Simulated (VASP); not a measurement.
Ir:

```
CELL_PARAMETERS angstrom
0.00000 1.90274 1.90274
1.90274 0.00000 1.90274
1.90274 1.90274 0.00000
ATOMIC_POSITIONS crystal
Ir 0.00000 0.00000 0.00000
```

Base run:

- Program: VASP 6.6.1
- Functional: r2SCAN
- Potentials or basis: VASP PAW PBE potentials, release 64 (Ir)
- Cutoff: 550 eV
- k mesh: 12 × 12 × 12
- Occupations: fermi-dirac, width 0.05 eV
- Spin: no spin polarisation

Its results: band gap on the k mesh zero (an odd number of electrons rules out a gap without spin polarisation); pressure 14.9 GPa.

Problem. The run is repeated on the same cell with these changes: functional from r2SCAN to PBE0; cutoff from 550 eV to 520 eV; k mesh from 12 × 12 × 12 to 6 × 6 × 6. What comes out?

Solution. Band gap on the k mesh zero (an odd number of electrons rules out a gap without spin polarisation); pressure 9.2 GPa.

Several settings changed at once.

Caveats: some runs use coarse meshes; the PAW data sets were made with another functional, which shifts forces and pressure a little; spin-orbit coupling is left out, which moves the levels of the heavy elements; the cell stands under pressure (at least some runs).
